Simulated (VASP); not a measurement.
# TiH3Br (P4mm) in VASP: a series of runs

TiH3Br is run at these levels: PBE; tasks: single point.

Program: VASP 6.6.1. These are calculated values, not measurements. Logs are shortened: lines on timing, memory, paths and dates and some standing lists are left out, and cuts for length are marked.

### Step 1. The cell of the first run

The structure is tetragonal, space group P4mm (No. 99). The conventional cell has a = 3.329 Å, b = 3.329 Å, c = 5.565 Å, α = 90.00°, β = 90.00°, γ = 90.00°. Within 2.2 Å of Ti (site symmetry 4mm) lie 5 H at 1.67 to 1.92 Å. H (site symmetry 2mm) has 2 Ti at 1.92 Å and 4 H at 2.35 Å within 2.5 Å. H (site symmetry 4mm) has 1 Ti at 1.67 Å within 2.2 Å. Br (site symmetry 4mm) has 8 H at 2.38 to 2.80 Å and 4 Ti at 2.69 Å within 3.1 Å.

The cell was generated, and may not be a known phase.

### Step 2. Single point, PBE

File INCAR:

```
  PREC = Accurate
  ENCUT = 520
  EDIFF = 1E-6
  ISMEAR = 0
  SIGMA = 0.1
  LREAL = F
  LASPH = T
  NELM = 60
  ALGO = Normal
  ISIF = 2
  LWAVE = F
  LCHARG = F
  GGA = PE
  NBANDS = 19
```

File KPOINTS:

```
regular mesh
0
Gamma
  6 6 4
```

File POSCAR:

```
TiH3Br
1.0
    3.3287957040      0.0000000000      0.0000000000
    0.0000000000      3.3287957040      0.0000000000
    0.0000000000      0.0000000000      5.5650062472
Ti H Br
1 3 1
Direct
    0.5000000000      0.5000000000      0.7169083253
    0.0000000000      0.5000000000      0.5441993292
    0.5000000000      0.0000000000      0.5441993292
    0.5000000000      0.5000000000      0.0173905492
    0.0000000000      0.0000000000      0.9499024870
```

Potentials or basis: VASP PAW PBE potentials, release 64 (Ti_sv, H, Br).

On the command line:

```sh
> cat potpaw_PBE.64/Ti_sv/POTCAR potpaw_PBE.64/H/POTCAR potpaw_PBE.64/Br/POTCAR > POTCAR
> mpirun -np 1 vasp_std > vasp.out
```

OUTCAR:

```text
PREC = Accurate
   ENCUT = 520
   EDIFF = 1E-6
   ISMEAR = 0
   LREAL = F
   LASPH = T
   NELM = 60
   ISIF = 2
   GGA = PE

 ion  position               nearest neighbor table
   1  0.500  0.500  0.717-   4 1.67   5 2.69   5 2.69   5 2.69   5 2.69
   2  0.000  0.500  0.544-
   3  0.500  0.000  0.544-
   4  0.500  0.500  0.017-   1 1.67
   5  0.000  0.000  0.950-   1 2.69   1 2.69   1 2.69   1 2.69

  LATTYP: Found a simple tetragonal cell.
 ALAT       =     3.3287957040
 C/A-ratio  =     1.6717776463

  Lattice vectors:

 A1 = (   3.3287957040,   0.0000000000,   0.0000000000)
 A2 = (   0.0000000000,   3.3287957040,   0.0000000000)
 A3 = (   0.0000000000,   0.0000000000,   5.5650062472)

Analysis of symmetry for initial positions (statically):
=====================================================================
 Subroutine PRICEL returns:
 Original cell was already a primitive cell.

 Routine SETGRP: Setting up the symmetry group for a
 simple tetragonal supercell.

 Subroutine GETGRP returns: Found  8 space group operations
 (whereof  8 operations were pure point group operations)
 out of a pool of 16 trial point group operations.

The static configuration has the point symmetry C_4v.

Analysis of symmetry for dynamics (positions and initial velocities):
=====================================================================
 Subroutine PRICEL returns:
 Original cell was already a primitive cell.

 Routine SETGRP: Setting up the symmetry group for a
 simple tetragonal supercell.

 Subroutine GETGRP returns: Found  8 space group operations
 (whereof  8 operations were pure point group operations)
 out of a pool of 16 trial point group operations.

The dynamic configuration has the point symmetry C_4v.

 Subroutine INISYM returns: Found  8 space group operations
 (whereof  8 operations are pure point group operations),
 and found     1 'primitive' translations

----------------------------------------------------------------------------------------

                                     Primitive cell

  volume of cell :      61.6652
[... 84 lines left out ...]
   NGXF,Y,Z  is equivalent  to a cutoff of  27.97, 27.97, 25.09 a.u.
 SYSTEM =  unknown system
   PREC   = accura    normal or accurate (medium, high low for compatibility)
   ISTART =      0    job   : 0-new  1-cont  2-samecut
   ICHARG =      2    charge: 1-file 2-atom 10-const
   ISPIN  =      1    spin polarized calculation?
   LNONCOLLINEAR =      F non collinear calculations
   LSORBIT =      F    spin-orbit coupling
   LASPH  =      T    aspherical Exc in radial PAW
   ENCUT  =  520.0 eV  38.22 Ry    6.18 a.u.   6.19  6.19 10.35*2*pi/ulx,y,z
   NELM   =     60;   NELMIN=  2; NELMDL= -5     # of ELM steps
   EDIFF  = 0.1E-05   stopping-criterion for ELM
   LREAL  =      F    real-space projection
[... 7 lines left out ...]
   TEBEG  =    0.0;   TEEND  =   0.0 temperature during run
   PSTRESS=    0.0 pullay stress
   NELECT =      22.0000    total number of electrons
   NUPDOWN=      -1.0000    fix difference up-down
   EMIN   =  10.00;   EMAX   =-10.00  energy-range for DOS
   EFERMI =   0.00;   METHOD = LEGACY
   ISMEAR =     0;   SIGMA  =   0.10  broadening in eV -4-tet -1-fermi 0-gaus
   EFERMI_NEDOS =   21; number of points for ismear=-14 and -15
   IALGO  =     38    algorithm
   IMIX   =      4    mixing-type and parameters
     AMIX     =   0.40;   BMIX     =  1.00
     AMIX_MAG =   1.60;   BMIX_MAG =  1.00
  volume/ion in A,a.u.               =      12.33        83.23
  Fermi-wavevector in a.u.,A,eV,Ry     =   1.161099  2.194158 18.342692  1.348150
  Thomas-Fermi vector in A             =   2.297674
   LORBIT       =      0    0 simple, 1 ext, 2 COOP (PROOUT), +10 PAW based schemes
   GGA     = PE    functional components
   LHFCALC =     F    Hartree Fock is set to
   AEXX    =    0.0000 exact exchange contribution
   IVDW    =     0    specifies the selected vdW correction
   LEPSILON=     F    determine dielectric tensor
   LRPA    =     F    only Hartree local field effects (RPA)
 non-spin polarized calculation
 Gauss-broadening in eV      SIGMA  =   0.10
  energy-cutoff  :      520.00
  volume of cell :       61.67
 maximum number of plane-waves:      1712
 NGX is ok and might be reduce to    28
   NGX = 13   NGY = 13   NGZ = 21

 number of electron      21.9999997 magnetization

 Free energy of the ion-electron system (eV)
  ---------------------------------------------------
  ext. energy  EPLUGINS =         0.00000000
  ---------------------------------------------------
  free energy    TOTEN  =       -20.61077341 eV

  energy without entropy =      -20.61077341  energy(sigma->0) =      -20.61077341

 E-fermi :   2.8865     XC(G=0):  -9.1309

 val. band max:        2.4134459656   @ k =   0.5000   0.0000   0.5000
 cond. band min:       3.9906612131   @ k =   0.3333   0.0000   0.5000
 fundamental gap:      1.5772152474
 Fermi energy:         2.8864867803

 k-point     1 :       0.0000    0.0000    0.0000
  band No.  band energies     occupation
      1     -54.2530      2.00000
      2     -30.5295      2.00000
      3     -30.5295      2.00000
      4     -30.3456      2.00000
      5     -13.8612      2.00000
      6      -3.3472      2.00000
[... 505 lines left out ...]
      6      -4.6373      2.00000
[... 11 lines left out ...]
     18      10.8704      0.00000
     19      12.0006      0.00000

 [... further k-points ...]

------------------------ aborting loop because EDIFF is reached ----------------------------------------

  FORCE on cell =-STRESS in cart. coord.  units (eV):
  Direction    XX          YY          ZZ          XY          YZ          ZX
  --------------------------------------------------------------------------------------
  -------------------------------------------------------------------------------------
  Total        0.0132871      0.0132871      0.0574218      0.0000000      0.0000000      0.0000000
  in kB        0.3452242      0.3452242      1.4919253      0.0000000      0.0000000      0.0000000
  external PRESSURE =       0.7274579 kB  Pullay stress =       0.0000000 kB

 VOLUME and BASIS-vectors are now :
 -----------------------------------------------------------------------------
  energy-cutoff  :      520.00
  volume of cell :       61.67
      direct lattice vectors                 reciprocal lattice vectors
     3.328795704  0.000000000  0.000000000     0.300408943  0.000000000  0.000000000
     0.000000000  3.328795704  0.000000000     0.000000000  0.300408943  0.000000000
     0.000000000  0.000000000  5.565006247     0.000000000  0.000000000  0.179694318

 POSITION                                       TOTAL-FORCE (eV/Angst)
 -----------------------------------------------------------------------------------
      1.66440      1.66440      3.98960        -0.000000      0.000000     -0.034943
      0.00000      1.66440      3.02847         0.000000     -0.000000      0.006051
      1.66440      0.00000      3.02847        -0.000000     -0.000000      0.006051
      1.66440      1.66440      0.09678        -0.000000     -0.000000      0.037278
      0.00000      0.00000      5.28621        -0.000000     -0.000000     -0.014438
 -----------------------------------------------------------------------------------
    total drift:                                0.000000     -0.000000     -0.000063

  FREE ENERGIE OF THE ION-ELECTRON SYSTEM (eV)
  ---------------------------------------------------
  free  energy   TOTEN  =       -20.6107734099 eV

  energy  without entropy=      -20.6107734099  energy(sigma->0) =      -20.61077341
```

OSZICAR:

```text
N       E                     dE             d eps       ncg     rms          rms(c)
DAV:   1     0.181894161298E+03    0.18189E+03   -0.10751E+04  1140   0.116E+03
DAV:   2    -0.356244307457E+01   -0.18546E+03   -0.17935E+03  1179   0.319E+02
DAV:   3    -0.232641195919E+02   -0.19702E+02   -0.19530E+02  1886   0.908E+01
DAV:   4    -0.239607932994E+02   -0.69667E+00   -0.69333E+00  1470   0.161E+01
DAV:   5    -0.239868691415E+02   -0.26076E-01   -0.26071E-01  1567   0.264E+00    0.152E+01
DAV:   6    -0.211951333939E+02    0.27917E+01   -0.19530E+01  1371   0.353E+01    0.634E+00
DAV:   7    -0.207333712674E+02    0.46176E+00   -0.61527E+00  1354   0.175E+01    0.414E+00
DAV:   8    -0.206315584747E+02    0.10181E+00   -0.15373E+00  1330   0.796E+00    0.158E+00
DAV:   9    -0.206099159154E+02    0.21643E-01   -0.27553E-01  1275   0.392E+00    0.648E-01
DAV:  10    -0.206103725059E+02   -0.45659E-03   -0.18501E-02  1380   0.989E-01    0.169E-01
DAV:  11    -0.206105782784E+02   -0.20577E-03   -0.19914E-03  1387   0.333E-01    0.110E-01
DAV:  12    -0.206107784624E+02   -0.20018E-03   -0.38286E-04  1258   0.163E-01    0.402E-02
DAV:  13    -0.206107686682E+02    0.97942E-05   -0.21164E-04  1563   0.998E-02    0.142E-02
DAV:  14    -0.206107743506E+02   -0.56824E-05   -0.23868E-05  1221   0.390E-02    0.959E-03
DAV:  15    -0.206107733829E+02    0.96772E-06   -0.11090E-05  1195   0.231E-02    0.208E-03
DAV:  16    -0.206107734099E+02   -0.27025E-07   -0.54574E-07   747   0.624E-03
   1 F= -.20610773E+02 E0= -.20610773E+02  d E =-.149968E-12
```

Run time: 31 s. Hardware: 1 thread of Intel Xeon Platinum 8488C (Sapphire Rapids), shared host; peak memory 0.19 GiB.

Results:

```yaml
Free_energy: -20.6108 eV
Pressure: 0.1 GPa
Largest_force: 0.037 eV/Å
Band_gap_on_the_k_mesh: 1.58 eV (least direct gap 1.67 eV)
```

Forces on the atoms (eV/Å):
```
Ti   0.000  0.000 -0.035
H    0.000  0.000  0.006
H    0.000  0.000  0.006
H    0.000  0.000  0.037
Br   0.000  0.000 -0.014
```

[end of part 1 of 2]
